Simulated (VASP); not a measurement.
# MgS (F-43m) in VASP: single point with r2SCAN+rVV10

Aim: the single point of MgS with r2SCAN+rVV10.

Everything below comes from runs of VASP 6.6.1. Logs are shortened: lines on timing, memory, paths and dates and some standing lists are left out, and cuts for length are marked.

## (1) The cell of the first run

It takes space group F-43m (No. 216, cubic). Conventional cell: a = 5.648 Å, b = 5.648 Å, c = 5.648 Å, α = 90.00°, β = 90.00°, γ = 90.00°. Mg (site symmetry -43m) has 4 S at 2.45 Å within 3.2 Å. Within 3.2 Å of S (site symmetry -43m) lie 4 Mg at 2.45 Å.

## (2) Single point, r2SCAN+rVV10

File POSCAR:

```
MgS
1.0
    0.0000000000      2.8241952991      2.8241952991
    2.8241952991      0.0000000000      2.8241952991
    2.8241952991      2.8241952991      0.0000000000
Mg S
1 1
Direct
    0.0000000000      0.0000000000      0.0000000000
    0.7500000000      0.7500000000      0.7500000000
```

File INCAR.step1:

```
SYSTEM = MgS
PREC = Accurate
ENCUT = 520
ISMEAR = -1
SIGMA = 0.03
LREAL = .False.
LASPH = .True.
NELM = 100
NBANDS = 11
GGA = PE
ALGO = Normal
EDIFF = 1E-4
LWAVE = .True.
LCHARG = .False.
```

File INCAR.step2:

```
SYSTEM = MgS
PREC = Accurate
ENCUT = 520
EDIFF = 1E-7
ISMEAR = -1
SIGMA = 0.03
LREAL = .False.
LASPH = .True.
NELM = 100
ALGO = Normal
ISIF = 2
LWAVE = .False.
LCHARG = .False.
METAGGA = R2SCAN
LMIXTAU = .True.
LUSE_VDW = .True.
IVDW_NL = 2
BPARAM = 11.95
CPARAM = 0.0093
NBANDS = 11
ISTART = 1
```

File KPOINTS:

```
Automatic mesh
0
Gamma
  8 8 8
  0 0 0
```

Potentials or basis: VASP PAW PBE potentials, release 64 (Mg, S).

Command:

```
$ cat potpaw_PBE.64/Mg/POTCAR potpaw_PBE.64/S/POTCAR > POTCAR
$ cp INCAR.step1 INCAR
$ mpirun -np 1 vasp_std > vasp.out
$ cp INCAR.step2 INCAR
$ mpirun -np 1 vasp_std > vasp.out
```

OUTCAR:

```text
SYSTEM = MgS
   PREC = Accurate
   ENCUT = 520
   EDIFF = 1E-7
   ISMEAR = -1
   LREAL = .False.
   LASPH = .True.
   NELM = 100
   ISIF = 2
   METAGGA = R2SCAN
   IVDW_NL = 2
   BPARAM = 11.95
   ISTART = 1

 ion  position               nearest neighbor table
   1  0.000  0.000  0.000-   2 2.45   2 2.45   2 2.45   2 2.45
   2  0.750  0.750  0.750-   1 2.45   1 2.45   1 2.45   1 2.45

  LATTYP: Found a face centered cubic cell.
 ALAT       =     5.6483905982

  Lattice vectors:

 A1 = (   0.0000000000,   2.8241952991,   2.8241952991)
 A2 = (   2.8241952991,   0.0000000000,   2.8241952991)
 A3 = (   2.8241952991,   2.8241952991,   0.0000000000)

Analysis of symmetry for initial positions (statically):
=====================================================================
 Subroutine PRICEL returns:
 Original cell was already a primitive cell.

 Routine SETGRP: Setting up the symmetry group for a
 face centered cubic supercell.

 Subroutine GETGRP returns: Found 24 space group operations
 (whereof 24 operations were pure point group operations)
 out of a pool of 48 trial point group operations.

The static configuration has the point symmetry T_d .

Analysis of symmetry for dynamics (positions and initial velocities):
=====================================================================
 Subroutine PRICEL returns:
 Original cell was already a primitive cell.

 Routine SETGRP: Setting up the symmetry group for a
 face centered cubic supercell.

 Subroutine GETGRP returns: Found 24 space group operations
 (whereof 24 operations were pure point group operations)
 out of a pool of 48 trial point group operations.

The dynamic configuration has the point symmetry T_d .

 Subroutine INISYM returns: Found 24 space group operations
 (whereof 24 operations are pure point group operations),
 and found     1 'primitive' translations

----------------------------------------------------------------------------------------

                                     Primitive cell

  volume of cell :      45.0520

  direct lattice vectors                    reciprocal lattice vectors
     0.000000000  2.824195299  2.824195299    -0.177041581  0.177041581  0.177041581
     2.824195299  0.000000000  2.824195299     0.177041581 -0.177041581  0.177041581
     2.824195299  2.824195299  0.000000000     0.177041581  0.177041581 -0.177041581

  length of vectors
     3.994015295  3.994015295  3.994015295     0.306645013  0.306645013  0.306645013

  position of ions in fractional coordinates (direct lattice)
     0.000000000  0.000000000  0.000000000
     0.750000000  0.750000000  0.750000000

  ion indices of the primitive-cell ions
   primitive index   ion index
                 1           1
                 2           2

----------------------------------------------------------------------------------------

 KPOINTS: Automatic mesh

Automatic generation of k-mesh.
 Grid dimensions read from file:
 generate k-points for:    8    8    8

 Generating k-lattice:

  Cartesian coordinates                     Fractional coordinates (reciprocal lattice)
    -0.022130198  0.022130198  0.022130198     0.125000000  0.000000000  0.000000000
     0.022130198 -0.022130198  0.022130198     0.000000000  0.125000000  0.000000000
     0.022130198  0.022130198 -0.022130198     0.000000000  0.000000000  0.125000000

  Length of vectors
     0.038330627  0.038330627  0.038330627

  Shift w.r.t. Gamma in fractional coordinates (k-lattice)
     0.000000000  0.000000000  0.000000000

 Subroutine IBZKPT returns following result:
 ===========================================

 Found     29 irreducible k-points:

 Following reciprocal coordinates:
            Coordinates               Weight
  0.000000  0.000000  0.000000      1.000000
  0.125000  0.000000  0.000000      8.000000
  0.250000  0.000000  0.000000      8.000000
  0.375000  0.000000  0.000000      8.000000
  0.500000  0.000000  0.000000      4.000000
  0.125000  0.125000  0.000000      6.000000
[... 16 lines left out ...]
  0.500000  0.250000  0.125000     48.000000
 -0.375000  0.250000  0.125000     24.000000
 [... further k-points ...]
   k-points           NKPTS =     29   k-points in BZ     NKDIM =     29   number of bands    NBANDS=     11
   number of dos      NEDOS =    301   number of ions     NIONS =      2
   total plane-waves  NPLWV =  27000
   dimension x,y,z NGX =    30 NGY =   30 NGZ =   30
   dimension x,y,z NGXF=    60 NGYF=   60 NGZF=   60
   ions per type =               1   1
   NGX,Y,Z   is equivalent  to a cutoff of  12.49, 12.49, 12.49 a.u.
   NGXF,Y,Z  is equivalent  to a cutoff of  24.97, 24.97, 24.97 a.u.
 SYSTEM =  MgS
   PREC   = accura    normal or accurate (medium, high low for compatibility)
   ISTART =      1    job   : 0-new  1-cont  2-samecut
   ICHARG =      0    charge: 1-file 2-atom 10-const
   ISPIN  =      1    spin polarized calculation?
   LNONCOLLINEAR =      F non collinear calculations
   LSORBIT =      F    spin-orbit coupling
   LASPH  =      T    aspherical Exc in radial PAW
   ENCUT  =  520.0 eV  38.22 Ry    6.18 a.u.   7.43  7.43  7.43*2*pi/ulx,y,z
   NELM   =    100;   NELMIN=  2; NELMDL=  0     # of ELM steps
   EDIFF  = 0.1E-06   stopping-criterion for ELM
   LREAL  =      F    real-space projection
   EDIFFG = 0.1E-05   stopping-criterion for IOM
   NSW    =      0    number of steps for IOM
   IBRION =     -1    ionic relax: 0-MD 1-quasi-New 2-CG
   NFREE  =      0    steps in history (QN), initial steepest desc. (CG)
   ISIF   =      2    stress and relaxation
   ISYM   =      2    0-nonsym 1-usesym 2-fastsym
   POTIM  = 0.5000    time-step for ionic-motion
   TEBEG  =    0.0;   TEEND  =   0.0 temperature during run
   PSTRESS=    0.0 pullay stress
   NELECT =       8.0000    total number of electrons
   NUPDOWN=      -1.0000    fix difference up-down
   EMIN   =  10.00;   EMAX   =-10.00  energy-range for DOS
   EFERMI =   0.00;   METHOD = LEGACY
   ISMEAR =    -1;   SIGMA  =   0.03  broadening in eV -4-tet -1-fermi 0-gaus
   EFERMI_NEDOS =   21; number of points for ismear=-14 and -15
   IALGO  =     38    algorithm
   IMIX   =      4    mixing-type and parameters
     AMIX     =   0.40;   BMIX     =  1.00
     AMIX_MAG =   1.60;   BMIX_MAG =  1.00
  volume/ion in A,a.u.               =      22.53       152.01
  Fermi-wavevector in a.u.,A,eV,Ry     =   0.920167  1.738864 11.520158  0.846708
  Thomas-Fermi vector in A             =   2.045443
   LORBIT       =      0    0 simple, 1 ext, 2 COOP (PROOUT), +10 PAW based schemes
   METAGGA = R2SCAN    functional components
   LHFCALC =     F    Hartree Fock is set to
   AEXX    =    0.0000 exact exchange contribution
   IVDW_NL    =     2    kernel type
   BPARAM     =11.9500
   IVDW    =     0    specifies the selected vdW correction
   LEPSILON=     F    determine dielectric tensor
   LRPA    =     F    only Hartree local field effects (RPA)
 non-spin polarized calculation
  energy-cutoff  :      520.00
  volume of cell :       45.05
 maximum number of plane-waves:      1243
 NGX is ok and might be reduce to    30
   NGX = 15   NGY = 15   NGZ = 15

 number of electron       8.0000001 magnetization

 Free energy of the ion-electron system (eV)
  ---------------------------------------------------
  ext. energy  EPLUGINS =         0.00000000
  ---------------------------------------------------
  free energy    TOTEN  =       -15.16784525 eV

  energy without entropy =      -15.16784525  energy(sigma->0) =      -15.16784525

 E-fermi :   1.4964     XC(G=0):  -8.8605

 val. band max:        0.8066455321   @ k =   0.0000   0.0000   0.0000
 cond. band min:       4.9042052214   @ k =   0.0000   0.0000   0.0000
 fundamental gap:      4.0975596892
 Fermi energy:         1.4964052812

 k-point     1 :       0.0000    0.0000    0.0000
  band No.  band energies     occupation
      1     -10.9630      2.00000
      2       0.8066      2.00000
      3       0.8066      2.00000
      4       0.8066      2.00000
      5       4.9042      0.00000
      6       9.3941      0.00000
      7       9.3941      0.00000
      8       9.3941      0.00000
      9      12.2611      0.00000
     10      12.2611      0.00000
     11      15.4917      0.00000

 k-point     2 :       0.1250    0.0000    0.0000
  band No.  band energies     occupation
      1     -10.8717      2.00000
      2       0.1376      2.00000
      3       0.7525      2.00000
      4       0.7525      2.00000
      5       5.5541      0.00000
      6       9.2130      0.00000
      7       9.5794      0.00000
      8       9.5794      0.00000
      9      11.7881      0.00000
     10      11.7881      0.00000
     11      14.6815      0.00000

 k-point     3 :       0.2500    0.0000    0.0000
  band No.  band energies     occupation
      1     -10.6355      2.00000
      2      -1.0593      2.00000
      3       0.6297      2.00000
      4       0.6297      2.00000
      5       6.4243      0.00000
      6       9.2584      0.00000
      7       9.5826      0.00000
      8       9.5826      0.00000
      9      11.8790      0.00000
     10      11.8790      0.00000
     11      13.7940      0.00000
[... 267 lines left out ...]
 k-point    23 :       0.5000    0.2500    0.1250
  band No.  band energies     occupation
      1     -10.2334      2.00000
      2      -1.7908      2.00000
      3      -0.4063      2.00000
      4       0.2425      2.00000
      5       7.2890      0.00000
      6       8.2149      0.00000
      7       9.3783      0.00000
      8      10.5043      0.00000
      9      12.4299      0.00000
     10      15.2260      0.00000
     11      15.6410      0.00000

 k-point    24 :      -0.3750    0.2500    0.1250
  band No.  band energies     occupation
      1     -10.1360      2.00000
      2      -2.0187      2.00000
      3      -0.5089      2.00000
      4       0.1447      2.00000
      5       7.3417      0.00000
      6       7.9317      0.00000
      7      10.2697      0.00000
      8      10.2872      0.00000
      9      13.0254      0.00000
     10      14.4626      0.00000
     11      15.8498      0.00000

 [... further k-points ...]

------------------------ aborting loop because EDIFF is reached ----------------------------------------

  FORCE on cell =-STRESS in cart. coord.  units (eV):
  Direction    XX          YY          ZZ          XY          YZ          ZX
  --------------------------------------------------------------------------------------
  -------------------------------------------------------------------------------------
  Total       -0.0842114     -0.0842114     -0.0842114     -0.0000000      0.0000000     -0.0000000
  in kB       -2.9947952     -2.9947952     -2.9947952     -0.0000000      0.0000000     -0.0000000
  external PRESSURE =      -2.9947952 kB  Pullay stress =       0.0000000 kB

 VOLUME and BASIS-vectors are now :
 -----------------------------------------------------------------------------
  energy-cutoff  :      520.00
  volume of cell :       45.05
      direct lattice vectors                 reciprocal lattice vectors
     0.000000000  2.824195299  2.824195299    -0.177041581  0.177041581  0.177041581
     2.824195299  0.000000000  2.824195299     0.177041581 -0.177041581  0.177041581
     2.824195299  2.824195299  0.000000000     0.177041581  0.177041581 -0.177041581

 POSITION                                       TOTAL-FORCE (eV/Angst)
 -----------------------------------------------------------------------------------
      0.00000      0.00000      0.00000         0.000000      0.000000      0.000000
      4.23629      4.23629      4.23629        -0.000000     -0.000000     -0.000000
 -----------------------------------------------------------------------------------
    total drift:                                0.000003      0.000003      0.000003

  FREE ENERGIE OF THE ION-ELECTRON SYSTEM (eV)
  ---------------------------------------------------
  free  energy   TOTEN  =       -15.1678452521 eV

  energy  without entropy=      -15.1678452521  energy(sigma->0) =      -15.16784525
```

It took 2.2 min on 1 thread of Intel Xeon Platinum 8259CL at 2.50GHz (Skylake/Cascade Lake), shared host; peak memory 0.28 GiB.

Results:

* Free energy: -15.1678 eV
* Pressure: -0.3 GPa
* Band gap on the k mesh: 4.10 eV, direct

Caveat: the PAW data sets were made with another functional, which shifts forces and pressure a little.
